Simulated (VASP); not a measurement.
## TaAs: single point with PBE

TaAs:

```
Ta As
1.0
    -1.72181    1.72181    5.86794
     1.72181   -1.72181    5.86794
     1.72181    1.72181   -5.86794
Ta As
2 2
Direct
  0.25004 0.75004 0.50000
  0.50004 0.50004 0.00000
  0.83256 0.33256 0.50000
  0.08256 0.08256 0.00000
```

```yaml
Program: VASP 6.6.1
Task: single point
Functional: PBE
Potentials_or_basis: VASP PAW PBE potentials, release 64 (Ta_pv, As)
Cutoff: 520 eV
k_mesh: 9 × 9 × 9
Occupations: gaussian, width 0.05 eV
Spin: no spin polarisation
```

| Property | Result |
| --- | --- |
| Pressure | 2.6 GPa |

Stress tensor (GPa, compression positive):
```
2.97 0.00 0.00
0.00 2.97 0.00
0.00 0.00 1.93
```

Levels at points of the mesh, in eV from the Fermi level:
```
           k point  band 14  band 15  band 16  band 17  band 18  band 19
(0.00, 0.00, 0.00)    -1.96    -1.63    -1.63     0.91     1.57     2.32
```

Run time: 99 s on 1 thread of Intel(R) Xeon(R) 6975P-C (Granite Rapids), on a shared host, peak memory 0.38 GiB.

Caveat: spin-orbit coupling is left out, which moves the levels of the heavy elements.
